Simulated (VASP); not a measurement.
**Ag: relaxation of the atoms with LDA**

The system is Ag, a slab with vacuum.

```
Ag
1.0
     2.82844    0.00000    0.00000
    -1.41422    2.44950    0.00000
     0.00000    0.00000   20.61880
Ag
3
Direct
  0.16667 0.33333 0.38799
  0.50000 0.00000 0.50000
  0.83333 0.66667 0.61201
```

```
Program                : VASP 6.6.1
Task                   : relaxation of the atoms
Functional             : LDA
Potentials or basis    : VASP PAW LDA potentials, release 64 (Ag)
Cutoff                 : 520 eV
k mesh                 : 13 × 13 × 1
Occupations            : fermi-dirac, width 0.05 eV
Spin                   : no spin polarisation
Dipole correction      : yes
Further INCAR settings : ALGO = Normal; EDIFF = 1e-06; IBRION = 2; EDIFFG = -0.01; NSW = 60
```

```
Energy gained by relaxing    : 0.0 meV/atom
Ionic steps                  : 4
Largest force after relaxing : 0.008 eV/Å
Band gap on the k mesh       : zero (an odd number of electrons rules out a gap without spin polarisation)
```

Forces in eV/Å, atoms in the order of the input:
```
Ag   0.000  0.000  0.008
Ag   0.000  0.000  0.000
Ag   0.000  0.000 -0.008
```

The path:
```
step  energy change (eV)  largest force (eV/Å)  pressure (GPa)
   1              0.0000                0.0236           -1.30
   2              0.0000                0.0158           -1.29
   3             -0.0001                0.0146           -1.28
   4             -0.0001                0.0081           -1.26
```

Final structure:
```
Ag
1.0
     2.82844    0.00000    0.00000
    -1.41422    2.44950    0.00000
     0.00000    0.00000   20.61880
Ag
3
Direct
  0.16667 0.33333 0.38814
  0.50000 0.00000 0.50000
  0.83333 0.66667 0.61186
```

Levels at points of the mesh, in eV from the Fermi level:
| k point | band 13 | band 14 | band 15 | band 16 | band 17 | band 18 | band 19 | band 20 |
| --- | --- | --- | --- | --- | --- | --- | --- | --- |
| (0.00, 0.00, 0.00) | -3.91 | -3.53 | -3.53 | -3.15 | -3.15 | -1.60 | 0.11 | 4.33 |

Run time: 48 s on 1 thread of Intel(R) Xeon(R) 6975P-C (Granite Rapids), on a shared host, peak memory 0.24 GiB.
